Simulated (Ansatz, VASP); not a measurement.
## ZnS: VASP beside Ansatz

Contents of INCAR:

```
SYSTEM = ZnS
PREC = Accurate ; ENCUT = 520
EDIFF = 1E-7 ; ISMEAR = 0
SIGMA = 0.02 ; LREAL = .False.
LASPH = .True. ; NELM = 80
ALGO = Normal ; ISIF = 2
LWAVE = .False. ; LCHARG = .False.
GGA = PS ; NBANDS = 26
```

KPOINTS

```
regular mesh
0
Gamma
  9 9 6
  0 0 0
```

File POSCAR:

```
ZnS
1.0
    3.9916782338      0.0581558414      0.0000000000
   -1.9454746809      3.2606174672      0.0000000000
    0.0000000000      0.0000000000      6.0973507200
Zn S
2 2
Direct
    0.3452874492      0.6700637783      0.0179163508
    0.6547125508      0.3299362217      0.5179163508
    0.3684107848      0.7027493845      0.3670836492
    0.6315892152      0.2972506155      0.8670836492
```

Input for Ansatz:

```yaml
crystal:
  lattice:
    - [3.9916782338, 0.0581558414, 0.0]
    - [-1.9454746809, 3.2606174672, 0.0]
    - [0.0, 0.0, 6.09735072]
  atoms:
    - { symbol: Zn, position: [0.3452874492, 0.6700637783, 0.0179163508] }
    - { symbol: Zn, position: [0.6547125508, 0.3299362217, 0.5179163508] }
    - { symbol: S, position: [0.3684107848, 0.7027493845, 0.3670836492] }
    - { symbol: S, position: [0.6315892152, 0.2972506155, 0.8670836492] }
basis:
  ecutwfc: 420
kpoints:
  mp_grid: { grid: [9, 9, 6] }
hamiltonian:
  xc: pbesol
scf:
  occupations: { method: gaussian, width: 0.02 }
output:
  forces: true
  stress: true
  eigenvalues: true
  populations: true
```

Alike in both runs: task single point; functional PBEsol; k mesh 9 × 9 × 6; occupations gaussian, width 0.02 eV; no spin polarisation.

|  | VASP | Ansatz |
| --- | --- | --- |
| version | VASP 6.6.1 | Ansatz 0.2.0 |
| potentials or method | VASP PAW PBE potentials, release 64 (Zn, S), cutoff 520 eV | scalar-relativistic, plane waves, PAW |
| valence electrons in the cell | 36 | 36 |

Ansatz gave:

| Item | Value |
| --- | --- |
| gap on the k mesh at the Fermi level (eV) | 1.93 |
| least direct gap on the mesh (eV) | 1.93 |
| pressure (GPa) | 1.2 |
| traceless stress, the component that is largest in VASP (GPa) | 10.22 |
| rms of the force components (eV/Å) | 1.015 |

Q: Which values does VASP return?

A: gap on the k mesh at the Fermi level (eV): 1.94; least direct gap on the mesh (eV): 1.94; pressure (GPa): 1.4; traceless stress, the component that is largest in VASP (GPa): 10.28; rms of the force components (eV/Å): 1.020.

VASP's potentials were made for PBE, not for PBEsol. Atom by atom the forces differ by 0.006 eV/Å (rms over components).
